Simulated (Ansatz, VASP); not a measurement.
One calculation of Ta3Te2, two programs

```
CELL_PARAMETERS angstrom
3.51409 2.02886 5.36482
-3.51409 2.02886 5.36482
0.00000 -4.05772 5.36482
ATOMIC_POSITIONS crystal
Ta 0.97673 0.52327 0.75000
Ta 0.75000 0.97673 0.52327
Ta 0.52327 0.75000 0.97673
Ta 0.02327 0.47673 0.25000
Ta 0.25000 0.02327 0.47673
Ta 0.47673 0.25000 0.02327
Te 0.89952 0.89952 0.89952
Te 0.60048 0.60048 0.60048
Te 0.10048 0.10048 0.10048
Te 0.39952 0.39952 0.39952
```

Alike in both runs: functional PBE; k mesh 3 × 3 × 3; occupations gaussian, width 0.1 eV; no spin polarisation.

Ansatz relaxed the structure, and its values are those at the end. VASP's run is a single point on that final structure, the one shown.

|  | VASP | Ansatz |
| --- | --- | --- |
| version | VASP 6.6.1 | Ansatz 0.2.0 |
| potentials or method | VASP PAW PBE potentials, release 64 (Ta_pv, Te), cutoff 520 eV | scalar-relativistic, plane waves, PAW |
| valence electrons in the cell | 90 | 142 |

```csv
,VASP,Ansatz,Ansatz less VASP
gap on the k mesh at the Fermi level (eV),none,none,-
pressure (GPa),-0.2,-0.2,-0.06
rms of the force components (eV/Å),0.007,0.005,-0.0024
```

A gap of «none» marks a metal or a gap that the smearing closes. VASP's potentials hold 90 valence electrons a cell and Ansatz's 142, so a difference there can come from the potentials and not from the codes.

The k mesh is coarse, so the values compare programs but aren't converged. Spin-orbit coupling is off throughout.
